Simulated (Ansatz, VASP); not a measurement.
Two plane-wave programs on TaN

File INCAR:

```
PREC = Accurate
ENCUT = 520
EDIFF = 1E-6
ISMEAR = 0
SIGMA = 0.15
LREAL = False
LASPH = True
NELM = 60
ALGO = Normal
ISIF = 2
LWAVE = False
LCHARG = False
GGA = PE
NBANDS = 15
```

KPOINTS

```
Automatic mesh
0
Gamma
  18 18 18
```

Contents of POSCAR:

```
TaN
1.0
    0.0000000000      2.1245250000      2.0700500000
    2.1245250000      0.0000000000      2.0700500000
    2.1245250000      2.1245250000      0.0000000000
Ta N
1 1
Direct
    0.5000000000      0.5000000000      0.5000000000
    0.0000000000      0.0000000000      0.0000000000
```

Input for Ansatz:

```yaml
crystal:
  lattice:
    - [0.0, 2.124525, 2.07005]
    - [2.124525, 0.0, 2.07005]
    - [2.124525, 2.124525, 0.0]
  atoms:
    - { symbol: Ta, position: [0.5, 0.5, 0.5] }
    - { symbol: "N", position: [0.0, 0.0, 0.0] }
basis:
  ecutwfc: 420
kpoints:
  mp_grid: { grid: [18, 18, 18] }
hamiltonian:
  xc: pbe
scf:
  occupations: { method: gaussian, width: 0.15 }
output:
  forces: true
  stress: true
  eigenvalues: true
```

Change from the starting cell: strain -0.025 along x and y, -0.050 along z, atoms carried along.

Alike in both runs: task single point; functional PBE; k mesh 18 × 18 × 18; occupations gaussian, width 0.15 eV; no spin polarisation.

```csv
,VASP,Ansatz
version,VASP 6.6.1,Ansatz 0.2.0
potentials or method,"VASP PAW PBE potentials, release 64 (Ta_pv, N), cutoff 520 eV","scalar-relativistic, plane waves, PAW"
valence electrons in the cell,16,18
```

```tsv
	VASP	Ansatz	Ansatz less VASP
gap on the k mesh at the Fermi level (eV)	none	none	-
pressure (GPa)	66.7	65.0	-1.68
traceless stress, the component that is largest in VASP (GPa)	19.69	19.47	-0.217
```

A gap of «none» marks a metal or a gap that the smearing closes. Both programs put the cell under a high pressure, so it lies far from rest at this level. VASP's potentials hold 16 valence electrons a cell and Ansatz's 18, so a difference there can come from the potentials and not from the codes.

Neither program's run includes spin-orbit coupling. Noted on VASP's run: the cell as given lies far from equilibrium.
